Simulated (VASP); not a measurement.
Wanted: the native input for a VASP 6.6.1 run.

```yaml
Task: single point
Functional: PBE
Potentials_or_basis: VASP PAW PBE potentials, release 64 (Ga_d, As_d)
Cutoff: 600 eV
k_mesh: 8 × 8 × 8
Occupations: fermi-dirac, width 0.02 eV
Spin: no spin polarisation
Dipole_correction: no
Second_run: valence_matched
Further_INCAR_settings: ALGO = Normal; EDIFF = 1e-06; NBANDS = 21
```

The structure of GaAs lies in POSCAR:

```
GaAs
1.0
    0.0000000000      2.8330850955      2.8897467974
    2.8330850955      0.0000000000      2.8897467974
    2.8330850955      2.8330850955      0.0000000000
Ga As
1 1
Direct
    0.0000000000      0.0000000000      0.0000000000
    0.2500000000      0.2500000000      0.2500000000
```

This cell differs from its parent crystal: uniaxial z strain +2.0%.

One way to write it, as run:

INCAR

```
SYSTEM = GaAs
  PREC = Accurate
  ENCUT = 600
  EDIFF = 1E-6
  ISMEAR = -1
  SIGMA = 0.02
  LREAL = .False.
  LASPH = .True.
  NELM = 120
  ALGO = Normal
  ISIF = 2
  LWAVE = .False.
  LCHARG = .False.
  GGA = PE
  NBANDS = 21
  GGA_COMPAT = .False.
```

KPOINTS

```
regular mesh
0
Gamma
  8 8 8
  0 0 0
```

Potentials or basis: VASP PAW PBE potentials, release 64 (Ga_d, As_d).

Launch:

```console
$ cat potpaw_PBE.64/Ga_d/POTCAR potpaw_PBE.64/As_d/POTCAR > POTCAR
$ mpirun -np 1 vasp_std > vasp.out
```

Results of the run:

```json
{"Pressure": "1.3 GPa", "Band gap on the k mesh": "0.28 eV, direct"}
```

Caveat: the cell differs from its parent crystal (uniaxial z strain +2.0%).

Wall time 36 s on 1 thread of Intel(R) Xeon(R) Platinum 8259CL CPU @ 2.50GHz (Skylake/Cascade Lake), with other jobs on the host, peak memory 0.22 GiB.
